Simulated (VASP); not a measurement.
# GaCo (Pm-3m) in VASP: further runs

The runs below take GaCo through single point, with LDA.

Program: VASP 6.6.1. These are calculated values, not measurements. Logs are shortened: lines on timing, memory, paths and dates and some standing lists are left out, and cuts for length are marked.

### 1 The cell of the first run

The structure is cubic, space group Pm-3m (No. 221). The conventional cell has a = 2.737 Å, b = 2.737 Å, c = 2.737 Å, α = 90.00°, β = 90.00°, γ = 90.00°. Within 3.1 Å of Ga (site symmetry m-3m) lie 8 Co at 2.37 Å and 6 Ga at 2.74 Å. Co (site symmetry m-3m) has 8 Ga at 2.37 Å and 6 Co at 2.74 Å within 3.1 Å.

### 2 Single point, LDA, collinear spin, ferromagnetic start (volume scaled by 0.86)

File INCAR:

```
SYSTEM = GaCo
  PREC = Accurate
  ENCUT = 520
  EDIFF = 1E-7
  ISMEAR = -1
  SIGMA = 0.08
  LREAL = .FALSE.
  LASPH = .TRUE.
  NELM = 150
  ALGO = Normal
  ISIF = 2
  LWAVE = .FALSE.
  LCHARG = .TRUE.
  ISPIN = 2
  MAGMOM = 0 2
  LORBIT = 11
  LMAXMIX = 4
  GGA = CA
  LELF = .TRUE.
  LVHAR = .TRUE.
  NBANDS = 22
```

File KPOINTS:

```
Automatic mesh
0
G
  11 11 11
  0 0 0
```

File POSCAR:

```
GaCo
1.0
    2.7368874619      0.0000000000      0.0000000000
    0.0000000000      2.7368874619      0.0000000000
    0.0000000000      0.0000000000      2.7368874619
Ga Co
1 1
Direct
    0.5000000000      0.5000000000      0.5000000000
    0.0000000000      0.0000000000      0.0000000000
```

Potentials or basis: VASP PAW LDA potentials, release 64 (Ga_d, Co).

Started as:

```sh
$ cat potpaw_LDA.64/Ga_d/POTCAR potpaw_LDA.64/Co/POTCAR > POTCAR
$ mpirun -np 1 vasp_std > vasp.out
```

OUTCAR:

```text
SYSTEM = GaCo
   PREC = Accurate
   ENCUT = 520
   EDIFF = 1E-7
   ISMEAR = -1
   LREAL = .FALSE.
   LASPH = .TRUE.
   NELM = 150
   ISIF = 2
   ISPIN = 2
   LORBIT = 11
   GGA = CA

 ion  position               nearest neighbor table
   1  0.500  0.500  0.500-   2 2.37   2 2.37   2 2.37   2 2.37   2 2.37   2 2.37   2 2.37   2 2.37

   2  0.000  0.000  0.000-   1 2.37   1 2.37   1 2.37   1 2.37   1 2.37   1 2.37   1 2.37   1 2.37

  LATTYP: Found a simple cubic cell.
 ALAT       =     2.7368874619

  Lattice vectors:

 A1 = (   2.7368874619,   0.0000000000,   0.0000000000)
 A2 = (   0.0000000000,   2.7368874619,   0.0000000000)
 A3 = (   0.0000000000,   0.0000000000,   2.7368874619)

Analysis of symmetry for initial positions (statically):
=====================================================================
 Subroutine PRICEL returns:
 Original cell was already a primitive cell.

 Routine SETGRP: Setting up the symmetry group for a
 simple cubic supercell.

 Subroutine GETGRP returns: Found 48 space group operations
 (whereof 48 operations were pure point group operations)
 out of a pool of 48 trial point group operations.

The static configuration has the point symmetry O_h .

Analysis of symmetry for dynamics (positions and initial velocities):
=====================================================================
 Subroutine PRICEL returns:
 Original cell was already a primitive cell.

 Routine SETGRP: Setting up the symmetry group for a
 simple cubic supercell.

 Subroutine GETGRP returns: Found 48 space group operations
 (whereof 48 operations were pure point group operations)
 out of a pool of 48 trial point group operations.

The dynamic configuration has the point symmetry O_h .

Analysis of structural, dynamic, and magnetic symmetry:
=====================================================================
 Subroutine PRICEL returns:
 Original cell was already a primitive cell.

 Routine SETGRP: Setting up the symmetry group for a
 simple cubic supercell.

 Subroutine GETGRP returns: Found 48 space group operations
 (whereof 48 operations were pure point group operations)
 out of a pool of 48 trial point group operations.

The overall configuration has the point symmetry O_h .

 Subroutine INISYM returns: Found 48 space group operations
 (whereof 48 operations are pure point group operations),
 and found     1 'primitive' translations

----------------------------------------------------------------------------------------

                                     Primitive cell

  volume of cell :      20.5008

  direct lattice vectors                    reciprocal lattice vectors
     2.736887462  0.000000000  0.000000000     0.365378560  0.000000000  0.000000000
     0.000000000  2.736887462  0.000000000     0.000000000  0.365378560  0.000000000
     0.000000000  0.000000000  2.736887462     0.000000000  0.000000000  0.365378560

  length of vectors
     2.736887462  2.736887462  2.736887462     0.365378560  0.365378560  0.365378560

  position of ions in fractional coordinates (direct lattice)
     0.500000000  0.500000000  0.500000000
     0.000000000  0.000000000  0.000000000

  ion indices of the primitive-cell ions
   primitive index   ion index
                 1           1
                 2           2

----------------------------------------------------------------------------------------

 KPOINTS: Automatic mesh

Automatic generation of k-mesh.
 Grid dimensions read from file:
 generate k-points for:   11   11   11

 Generating k-lattice:

  Cartesian coordinates                     Fractional coordinates (reciprocal lattice)
     0.033216233  0.000000000  0.000000000     0.090909091  0.000000000  0.000000000
     0.000000000  0.033216233  0.000000000     0.000000000  0.090909091  0.000000000
     0.000000000  0.000000000  0.033216233     0.000000000  0.000000000  0.090909091

  Length of vectors
     0.033216233  0.033216233  0.033216233

  Shift w.r.t. Gamma in fractional coordinates (k-lattice)
     0.000000000  0.000000000  0.000000000

 Subroutine IBZKPT returns following result:
 ===========================================

 Found     56 irreducible k-points:

 Following reciprocal coordinates:
            Coordinates               Weight
  0.000000  0.000000  0.000000      1.000000
  0.090909  0.000000  0.000000      6.000000
  0.181818  0.000000  0.000000      6.000000
  0.272727  0.000000  0.000000      6.000000
  0.363636  0.000000  0.000000      6.000000
  0.454545  0.000000  0.000000      6.000000
[... 16 lines left out ...]
  0.181818  0.090909  0.090909     24.000000
  0.272727  0.090909  0.090909     24.000000
 [... further k-points ...]
   k-points           NKPTS =     56   k-points in BZ     NKDIM =     56   number of bands    NBANDS=     22
   number of dos      NEDOS =    301   number of ions     NIONS =      2
   total plane-waves  NPLWV =   8000
   dimension x,y,z NGX =    20 NGY =   20 NGZ =   20
   dimension x,y,z NGXF=    40 NGYF=   40 NGZF=   40
   ions per type =               1   1
   NGX,Y,Z   is equivalent  to a cutoff of  12.15, 12.15, 12.15 a.u.
   NGXF,Y,Z  is equivalent  to a cutoff of  24.30, 24.30, 24.30 a.u.
 SYSTEM =  GaCo
   PREC   = accura    normal or accurate (medium, high low for compatibility)
   ISTART =      0    job   : 0-new  1-cont  2-samecut
   ICHARG =      2    charge: 1-file 2-atom 10-const
   ISPIN  =      2    spin polarized calculation?
   LNONCOLLINEAR =      F non collinear calculations
   LSORBIT =      F    spin-orbit coupling
   LASPH  =      T    aspherical Exc in radial PAW
   ENCUT  =  520.0 eV  38.22 Ry    6.18 a.u.   5.09  5.09  5.09*2*pi/ulx,y,z
   NELM   =    150;   NELMIN=  2; NELMDL= -5     # of ELM steps
   EDIFF  = 0.1E-06   stopping-criterion for ELM
   LREAL  =      F    real-space projection
   EDIFFG = 0.1E-05   stopping-criterion for IOM
   NSW    =      0    number of steps for IOM
   IBRION =     -1    ionic relax: 0-MD 1-quasi-New 2-CG
   NFREE  =      0    steps in history (QN), initial steepest desc. (CG)
   ISIF   =      2    stress and relaxation
   ISYM   =      2    0-nonsym 1-usesym 2-fastsym
   POTIM  = 0.5000    time-step for ionic-motion
   TEBEG  =    0.0;   TEEND  =   0.0 temperature during run
   PSTRESS=    0.0 pullay stress
   NELECT =      22.0000    total number of electrons
   NUPDOWN=      -1.0000    fix difference up-down
   EMIN   =  10.00;   EMAX   =-10.00  energy-range for DOS
   EFERMI =   0.00;   METHOD = LEGACY
   ISMEAR =    -1;   SIGMA  =   0.08  broadening in eV -4-tet -1-fermi 0-gaus
   EFERMI_NEDOS =   21; number of points for ismear=-14 and -15
   IALGO  =     38    algorithm
   IMIX   =      4    mixing-type and parameters
     AMIX     =   0.40;   BMIX     =  1.00
     AMIX_MAG =   1.60;   BMIX_MAG =  1.00
  volume/ion in A,a.u.               =      10.25        69.17
  Fermi-wavevector in a.u.,A,eV,Ry     =   1.676070  3.167313 38.221625  2.809210
  Thomas-Fermi vector in A             =   2.760578
   LORBIT       =     11    0 simple, 1 ext, 2 COOP (PROOUT), +10 PAW based schemes
   GGA     = CA    functional components
   LHFCALC =     F    Hartree Fock is set to
   AEXX    =    0.0000 exact exchange contribution
   IVDW    =     0    specifies the selected vdW correction
   LEPSILON=     F    determine dielectric tensor
   LRPA    =     F    only Hartree local field effects (RPA)
 spin polarized calculation
  energy-cutoff  :      520.00
  volume of cell :       20.50
 maximum number of plane-waves:       561
   NGX = 11   NGY = 11   NGZ = 11

 number of electron      22.0000032 magnetization      -0.0002509

 number of electron      22.0000032 magnetization       0.0002237

 Free energy of the ion-electron system (eV)
  ---------------------------------------------------
  ext. energy  EPLUGINS =         0.00000000
  ---------------------------------------------------
  free energy    TOTEN  =       -12.43442632 eV

  energy without entropy =      -12.41228919  energy(sigma->0) =      -12.42335776

 E-fermi :  11.7272     XC(G=0): -14.4503

 val. band max:       11.6781596223   @ k =   0.4545   0.3636   0.2727
 cond. band min:      11.7715465897   @ k =   0.4545   0.3636   0.0909
 fundamental gap:      0.0933869674
 Fermi energy:        11.7271806600

 spin component 1

 k-point     1 :       0.0000    0.0000    0.0000
  band No.  band energies     occupation
      1      -3.8783      1.00000
      2      -3.8783      1.00000
      3      -3.3575      1.00000
      4      -3.3575      1.00000
      5      -3.3575      1.00000
      6      -1.6533      1.00000
[... 14 lines left out ...]
     21      40.4167      0.00000
     22      40.4167      0.00000

 k-point     2 :       0.0909    0.0000    0.0000
  band No.  band energies     occupation
      1      -3.8707      1.00000
      2      -3.8472      1.00000
      3      -3.3686      1.00000
      4      -3.3686      1.00000
      5      -3.3545      1.00000
      6      -1.4777      1.00000
[... 542 lines left out ...]
 k-point    24 :       0.2727    0.0909    0.0909
  band No.  band energies     occupation
      1      -3.7773      1.00000
      2      -3.6335      1.00000
      3      -3.4696      1.00000
      4      -3.4546      1.00000
      5      -3.3652      1.00000
      6       0.2634      1.00000
[... 14 lines left out ...]
     21      34.4644      0.00000
     22      37.1183      0.00000

 [... further k-points ...]

 spin component 2

 k-point     1 :       0.0000    0.0000    0.0000
  band No.  band energies     occupation
      1      -3.8784      1.00000
      2      -3.8784      1.00000
      3      -3.3575      1.00000
      4      -3.3575      1.00000
      5      -3.3575      1.00000
      6      -1.6532      1.00000
[... 14 lines left out ...]
     21      40.4168      0.00000
     22      40.4168      0.00000

 k-point     2 :       0.0909    0.0000    0.0000
  band No.  band energies     occupation
      1      -3.8707      1.00000
      2      -3.8473      1.00000
      3      -3.3686      1.00000
      4      -3.3686      1.00000
      5      -3.3545      1.00000
      6      -1.4777      1.00000
[... 542 lines left out ...]
 k-point    24 :       0.2727    0.0909    0.0909
  band No.  band energies     occupation
      1      -3.7774      1.00000
      2      -3.6336      1.00000
      3      -3.4696      1.00000
      4      -3.4547      1.00000
      5      -3.3652      1.00000
      6       0.2634      1.00000
[... 14 lines left out ...]
     21      34.4644      0.00000
     22      37.1183      0.00000

 [... further k-points ...]
[... 5 lines left out ...]
  --------------------------------------------------------------------------------------
  -------------------------------------------------------------------------------------
  Total        2.7725731      2.7725731      2.7725731     -0.0000000     -0.0000000      0.0000000
  in kB      216.6819692    216.6819692    216.6819692     -0.0000000     -0.0000000      0.0000000
  external PRESSURE =     216.6819692 kB  Pullay stress =       0.0000000 kB

 VOLUME and BASIS-vectors are now :
 -----------------------------------------------------------------------------
  energy-cutoff  :      520.00
  volume of cell :       20.50
      direct lattice vectors                 reciprocal lattice vectors
     2.736887462  0.000000000  0.000000000     0.365378560  0.000000000  0.000000000
     0.000000000  2.736887462  0.000000000     0.000000000  0.365378560  0.000000000
     0.000000000  0.000000000  2.736887462     0.000000000  0.000000000  0.365378560

 POSITION                                       TOTAL-FORCE (eV/Angst)
 -----------------------------------------------------------------------------------
      1.36844      1.36844      1.36844         0.000000      0.000000      0.000000
      0.00000      0.00000      0.00000         0.000000      0.000000      0.000000
 -----------------------------------------------------------------------------------
    total drift:                               -0.000000      0.000000     -0.000000

  FREE ENERGIE OF THE ION-ELECTRON SYSTEM (eV)
  ---------------------------------------------------
  free  energy   TOTEN  =       -12.4344263220 eV

  energy  without entropy=      -12.4122891914  energy(sigma->0) =      -12.42335776

 total charge

# of ion       s       p       d       tot
------------------------------------------
    1        0.885   1.060  10.119  12.064
    2        0.445   0.583   7.662   8.690
--------------------------------------------------
tot          1.330   1.642  17.782  20.754

 magnetization (x)

# of ion       s       p       d       tot
------------------------------------------
    1       -0.000  -0.000  -0.000  -0.000
    2        0.000  -0.000   0.000   0.000
--------------------------------------------------
tot         -0.000  -0.000   0.000   0.000
```

It took 32 s on 1 thread of Intel Xeon Platinum 8488C (Sapphire Rapids), shared host; peak memory 0.14 GiB.

Results:

```
Free energy                                           : -12.4344 eV
Pressure                                              : 21.7 GPa
Band gap on the k mesh                                : zero (filled and empty bands overlap)
Net moment                                            : 0.00 μB per cell
Valence electrons inside the program's atomic spheres : Ga 12.06; Co 8.69
```

Caveat: the starting moments collapsed, and a magnetic state may lie lower.

(Part 1 of 2 ends here.)
